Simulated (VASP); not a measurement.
# MoS2 (R-3m) in VASP: further runs

The runs below take MoS2 through single point, with r2SCAN.

Program: VASP 6.6.1. These are calculated values, not measurements. Logs are shortened: lines on timing, memory, paths and dates and some standing lists are left out, and cuts for length are marked.

**1. The cell of the first run**

The structure is trigonal, space group R-3m (No. 166). Conventional cell: a = 3.004 Å, b = 3.004 Å, c = 17.378 Å, α = 90.00°, β = 90.00°, γ = 120.00°. Mo (site symmetry -3m) has 6 S at 2.26 Å and 6 Mo at 3.00 Å within 3.1 Å. S (site symmetry 3m) has 3 Mo at 2.26 Å and 6 S at 3.00 Å within 3.1 Å.

**2. Single point, r2SCAN**

File POSCAR:

```
MoS2
1.0
    1.5018937901      0.8671187840      5.7925421129
   -1.5018937901      0.8671187840      5.7925421129
    0.0000000000     -1.7342375680      5.7925421129
Mo S
1 2
Direct
    0.0000000000      0.0000000000      0.0000000000
    0.7500000000      0.7500000000      0.7500000000
    0.2500000000      0.2500000000      0.2500000000
```

File INCAR.step1:

```
PREC = Accurate
ENCUT = 520
ISMEAR = 0
SIGMA = 0.05
LREAL = False
LASPH = True
NELM = 80
NBANDS = 20
GGA = PE
ALGO = Normal
EDIFF = 1E-4
LWAVE = True
LCHARG = False
```

File INCAR.step2:

```
PREC = Accurate
ENCUT = 520
EDIFF = 1E-6
ISMEAR = 0
SIGMA = 0.05
LREAL = False
LASPH = True
NELM = 80
ALGO = Normal
ISIF = 2
LWAVE = False
LCHARG = False
METAGGA = R2SCAN
LMIXTAU = True
NBANDS = 20
ISTART = 1
```

File KPOINTS:

```
Automatic mesh
0
Gamma
  12 12 12
```

Potentials or basis: VASP PAW PBE potentials, release 64 (Mo_sv, S).

On the command line:

```console
$ cat potpaw_PBE.64/Mo_sv/POTCAR potpaw_PBE.64/S/POTCAR > POTCAR
$ cp INCAR.step1 INCAR
$ mpirun -np 1 vasp_std > vasp.out
$ cp INCAR.step2 INCAR
$ mpirun -np 1 vasp_std > vasp.out
```

OUTCAR:

```text
PREC = Accurate
   ENCUT = 520
   EDIFF = 1E-6
   ISMEAR = 0
   LREAL = False
   LASPH = True
   NELM = 80
   ISIF = 2
   METAGGA = R2SCAN
   ISTART = 1

 ion  position               nearest neighbor table
   1  0.000  0.000  0.000-   2 2.26   3 2.26   2 2.26   2 2.26   3 2.26   3 2.26
   2  0.750  0.750  0.750-   1 2.26   1 2.26   1 2.26
   3  0.250  0.250  0.250-   1 2.26   1 2.26   1 2.26

  LATTYP: Found a trigonal (rhomboedric) cell.
 ALAT       =     6.0465795349
 COS(alpha) =     0.8766074614

  Lattice vectors:

 A1 = (   1.5018937901,   0.8671187840,   5.7925421129)
 A2 = (  -1.5018937901,   0.8671187840,   5.7925421129)
 A3 = (   0.0000000000,  -1.7342375680,   5.7925421129)

Analysis of symmetry for initial positions (statically):
=====================================================================
 Subroutine PRICEL returns:
 Original cell was already a primitive cell.

 Routine SETGRP: Setting up the symmetry group for a
 trigonal (rhombohedral) supercell.

 Subroutine GETGRP returns: Found 12 space group operations
 (whereof 12 operations were pure point group operations)
 out of a pool of 12 trial point group operations.

The static configuration has the point symmetry D_3d.

Analysis of symmetry for dynamics (positions and initial velocities):
=====================================================================
 Subroutine PRICEL returns:
 Original cell was already a primitive cell.

 Routine SETGRP: Setting up the symmetry group for a
 trigonal (rhombohedral) supercell.

 Subroutine GETGRP returns: Found 12 space group operations
 (whereof 12 operations were pure point group operations)
 out of a pool of 12 trial point group operations.

The dynamic configuration has the point symmetry D_3d.

 Subroutine INISYM returns: Found 12 space group operations
 (whereof 12 operations are pure point group operations),
 and found     1 'primitive' translations

----------------------------------------------------------------------------------------

                                     Primitive cell

  volume of cell :      45.2625

  direct lattice vectors                    reciprocal lattice vectors
     1.501893790  0.867118784  5.792542113     0.332913022  0.192207423  0.057545259
    -1.501893790  0.867118784  5.792542113    -0.332913022  0.192207423  0.057545259
     0.000000000 -1.734237568  5.792542113     0.000000000 -0.384414845  0.057545259

  length of vectors
     6.046579535  6.046579535  6.046579535     0.388698122  0.388698122  0.388698122

  position of ions in fractional coordinates (direct lattice)
     0.000000000  0.000000000  0.000000000
     0.750000000  0.750000000  0.750000000
     0.250000000  0.250000000  0.250000000

  ion indices of the primitive-cell ions
   primitive index   ion index
                 1           1
                 2           2
                 3           3

----------------------------------------------------------------------------------------

 KPOINTS: Automatic mesh

Automatic generation of k-mesh.
 Grid dimensions read from file:
 generate k-points for:   12   12   12

 Generating k-lattice:

  Cartesian coordinates                     Fractional coordinates (reciprocal lattice)
     0.027742752  0.016017285  0.004795438     0.083333333  0.000000000  0.000000000
    -0.027742752  0.016017285  0.004795438     0.000000000  0.083333333  0.000000000
     0.000000000 -0.032034570  0.004795438     0.000000000  0.000000000  0.083333333

  Length of vectors
     0.032391510  0.032391510  0.032391510

  Shift w.r.t. Gamma in fractional coordinates (k-lattice)
     0.000000000  0.000000000  0.000000000

 Subroutine IBZKPT returns following result:
 ===========================================

 Found    189 irreducible k-points:

 Following reciprocal coordinates:
            Coordinates               Weight
  0.000000  0.000000  0.000000      1.000000
  0.083333  0.000000 -0.000000      6.000000
  0.166667 -0.000000  0.000000      6.000000
  0.250000  0.000000 -0.000000      6.000000
  0.333333  0.000000 -0.000000      6.000000
  0.416667  0.000000 -0.000000      6.000000
[... 16 lines left out ...]
  0.500000  0.166667  0.000000     12.000000
 -0.416667  0.166667  0.000000     12.000000
 [... further k-points ...]
   k-points           NKPTS =    189   k-points in BZ     NKDIM =    189   number of bands    NBANDS=     20
   number of dos      NEDOS =    301   number of ions     NIONS =      3
   total plane-waves  NPLWV = 110592
   dimension x,y,z NGX =    48 NGY =   48 NGZ =   48
   dimension x,y,z NGXF=    96 NGYF=   96 NGZF=   96
   ions per type =               1   2
   NGX,Y,Z   is equivalent  to a cutoff of  13.20, 13.20, 13.20 a.u.
   NGXF,Y,Z  is equivalent  to a cutoff of  26.39, 26.39, 26.39 a.u.
 SYSTEM =  unknown system
   PREC   = accura    normal or accurate (medium, high low for compatibility)
   ISTART =      1    job   : 0-new  1-cont  2-samecut
   ICHARG =      0    charge: 1-file 2-atom 10-const
   ISPIN  =      1    spin polarized calculation?
   LNONCOLLINEAR =      F non collinear calculations
   LSORBIT =      F    spin-orbit coupling
   LASPH  =      T    aspherical Exc in radial PAW
   ENCUT  =  520.0 eV  38.22 Ry    6.18 a.u.  11.24 11.24 11.24*2*pi/ulx,y,z
   NELM   =     80;   NELMIN=  2; NELMDL=  0     # of ELM steps
   EDIFF  = 0.1E-05   stopping-criterion for ELM
   LREAL  =      F    real-space projection
   EDIFFG = 0.1E-04   stopping-criterion for IOM
   NSW    =      0    number of steps for IOM
   IBRION =     -1    ionic relax: 0-MD 1-quasi-New 2-CG
   NFREE  =      0    steps in history (QN), initial steepest desc. (CG)
   ISIF   =      2    stress and relaxation
   ISYM   =      2    0-nonsym 1-usesym 2-fastsym
   POTIM  = 0.5000    time-step for ionic-motion
   TEBEG  =    0.0;   TEEND  =   0.0 temperature during run
   PSTRESS=    0.0 pullay stress
   NELECT =      26.0000    total number of electrons
   NUPDOWN=      -1.0000    fix difference up-down
   EMIN   =  10.00;   EMAX   =-10.00  energy-range for DOS
   EFERMI =   0.00;   METHOD = LEGACY
   ISMEAR =     0;   SIGMA  =   0.05  broadening in eV -4-tet -1-fermi 0-gaus
   EFERMI_NEDOS =   21; number of points for ismear=-14 and -15
   IALGO  =     38    algorithm
   IMIX   =      4    mixing-type and parameters
     AMIX     =   0.40;   BMIX     =  1.00
     AMIX_MAG =   1.60;   BMIX_MAG =  1.00
  volume/ion in A,a.u.               =      15.09       101.82
  Fermi-wavevector in a.u.,A,eV,Ry     =   1.360880  2.571690 25.197916  1.851995
  Thomas-Fermi vector in A             =   2.487504
   LORBIT       =      0    0 simple, 1 ext, 2 COOP (PROOUT), +10 PAW based schemes
   METAGGA = R2SCAN    functional components
   LHFCALC =     F    Hartree Fock is set to
   AEXX    =    0.0000 exact exchange contribution
   IVDW    =     0    specifies the selected vdW correction
   LEPSILON=     F    determine dielectric tensor
   LRPA    =     F    only Hartree local field effects (RPA)
 non-spin polarized calculation
 Gauss-broadening in eV      SIGMA  =   0.05
  energy-cutoff  :      520.00
  volume of cell :       45.26
 maximum number of plane-waves:      1246
 NGX is ok and might be reduce to    48
   NGX = 23   NGY = 23   NGZ = 23

 number of electron      25.9999999 magnetization

 Free energy of the ion-electron system (eV)
  ---------------------------------------------------
  ext. energy  EPLUGINS =         0.00000000
  ---------------------------------------------------
  free energy    TOTEN  =       -42.91530781 eV

  energy without entropy =      -42.91428786  energy(sigma->0) =      -42.91479783

 E-fermi :  10.0132     XC(G=0): -12.4135

 val. band max:        9.9696135081   @ k =   0.5000   0.3333   0.0833
 cond. band min:      10.0166154848   @ k =  -0.4167   0.2500   0.0000
 fundamental gap:      0.0470019767
 Fermi energy:        10.0132046653

 k-point     1 :       0.0000    0.0000    0.0000
  band No.  band energies     occupation
      1     -53.6995      2.00000
      2     -27.2896      2.00000
      3     -26.9124      2.00000
      4     -26.9124      2.00000
      5      -7.1198      2.00000
      6      -4.7889      2.00000
[... 12 lines left out ...]
     19      19.4033      0.00000
     20      20.1040      0.00000

 k-point     2 :       0.0833    0.0000   -0.0000
  band No.  band energies     occupation
      1     -53.6932      2.00000
      2     -27.2777      2.00000
      3     -26.9672      2.00000
      4     -26.9243      2.00000
      5      -6.9659      2.00000
      6      -4.7853      2.00000
[... 12 lines left out ...]
     19      19.5380      0.00000
     20      19.9560      0.00000

 k-point     3 :       0.1667   -0.0000    0.0000
  band No.  band energies     occupation
      1     -53.6760      2.00000
      2     -27.2451      2.00000
      3     -27.1145      2.00000
      4     -26.9568      2.00000
      5      -6.5304      2.00000
      6      -4.7692      2.00000
[... 12 lines left out ...]
     19      19.4540      0.00000
     20      20.4723      0.00000

 k-point     4 :       0.2500    0.0000   -0.0000
  band No.  band energies     occupation
      1     -53.6523      2.00000
      2     -27.3128      2.00000
      3     -27.1986      2.00000
      4     -27.0008      2.00000
      5      -5.9084      2.00000
      6      -4.7044      2.00000
[... 429 lines left out ...]
 k-point    23 :       0.5000    0.1667    0.0000
  band No.  band energies     occupation
      1     -53.6045      2.00000
      2     -27.5924      2.00000
      3     -27.1947      2.00000
      4     -27.1075      2.00000
      5      -4.8731      2.00000
      6      -3.8904      2.00000
[... 12 lines left out ...]
     19      19.0097      0.00000
     20      19.5880      0.00000

 k-point    24 :      -0.4167    0.1667    0.0000
  band No.  band energies     occupation
      1     -53.5990      2.00000
      2     -27.6253      2.00000
      3     -27.2152      2.00000
      4     -27.0973      2.00000
      5      -4.8253      2.00000
      6      -3.6540      2.00000
[... 12 lines left out ...]
     19      19.0339      0.00000
     20      19.7384      0.00000

 [... further k-points ...]

------------------------ aborting loop because EDIFF is reached ----------------------------------------

  FORCE on cell =-STRESS in cart. coord.  units (eV):
  Direction    XX          YY          ZZ          XY          YZ          ZX
  --------------------------------------------------------------------------------------
  -------------------------------------------------------------------------------------
  Total       12.1494810     12.1494810     14.0946345      0.0000000     -0.0000000      0.0000000
  in kB      430.0609812    430.0609812    498.9145108      0.0000000     -0.0000000      0.0000000
  external PRESSURE =     453.0121578 kB  Pullay stress =       0.0000000 kB

 VOLUME and BASIS-vectors are now :
 -----------------------------------------------------------------------------
  energy-cutoff  :      520.00
  volume of cell :       45.26
      direct lattice vectors                 reciprocal lattice vectors
     1.501893790  0.867118784  5.792542113     0.332913022  0.192207423  0.057545259
    -1.501893790  0.867118784  5.792542113    -0.332913022  0.192207423  0.057545259
     0.000000000 -1.734237568  5.792542113     0.000000000 -0.384414845  0.057545259

 POSITION                                       TOTAL-FORCE (eV/Angst)
 -----------------------------------------------------------------------------------
      0.00000      0.00000      0.00000         0.000000      0.000000     -0.000000
      0.00000      0.00000     13.03322        -0.000000     -0.000000      4.532454
      0.00000      0.00000      4.34441        -0.000000      0.000000     -4.532454
 -----------------------------------------------------------------------------------
    total drift:                               -0.000000      0.000000      0.000000

  FREE ENERGIE OF THE ION-ELECTRON SYSTEM (eV)
  ---------------------------------------------------
  free  energy   TOTEN  =       -42.9153078072 eV

  energy  without entropy=      -42.9142878606  energy(sigma->0) =      -42.91479783
```

Run time: 25 min. Hardware: 1 thread of Intel Xeon 8259CL, shared host; peak memory 0.46 GiB.

What came out:

```yaml
Free_energy: -42.9153 eV
Pressure: 45.3 GPa
Largest_force: 4.532 eV/Å
Band_gap_on_the_k_mesh: zero (bands 13 and 14 overlap by 0.72 eV)
```

Forces in eV/Å, atoms in the order of the input:
```
Mo   0.000  0.000  0.000
S    0.000  0.000  4.532
S    0.000  0.000 -4.532
```

Stress tensor (GPa, compression positive):
```
43.01  0.00  0.00
 0.00 43.01  0.00
 0.00  0.00 49.89
```

Levels at points of the mesh, in eV from the Fermi level:
| k point | band 9 | band 10 | band 11 | band 12 | band 13 | band 14 | band 15 | band 16 | band 17 | band 18 |
| --- | --- | --- | --- | --- | --- | --- | --- | --- | --- | --- |
| (0.00, 0.00, 0.00) | -5.28 | -2.12 | -1.74 | -1.42 | -1.42 | -0.15 | -0.15 | 4.34 | 4.34 | 6.73 |
| (0.50, 0.00, 0.00) | -6.38 | -5.44 | -3.23 | -2.41 | -1.79 | 1.51 | 2.69 | 4.24 | 5.29 | 5.58 |
| (0.50, 0.50, 0.00) | -5.74 | -5.35 | -3.38 | -2.84 | -2.08 | 1.51 | 2.32 | 4.95 | 5.12 | 5.67 |
| (0.50, 0.50, 0.50) | -5.27 | -4.78 | -1.41 | -1.41 | -0.29 | -0.29 | 0.15 | 4.51 | 4.51 | 6.16 |

Caveat: the stress differs along the axes, from 43 to 50 GPa; the PAW data sets were made with another functional, which shifts forces and pressure a little.

(Part 1 of 2 ends here.)

The gap in the log of VASP goes by the Fermi energy; the results here count the filled bands.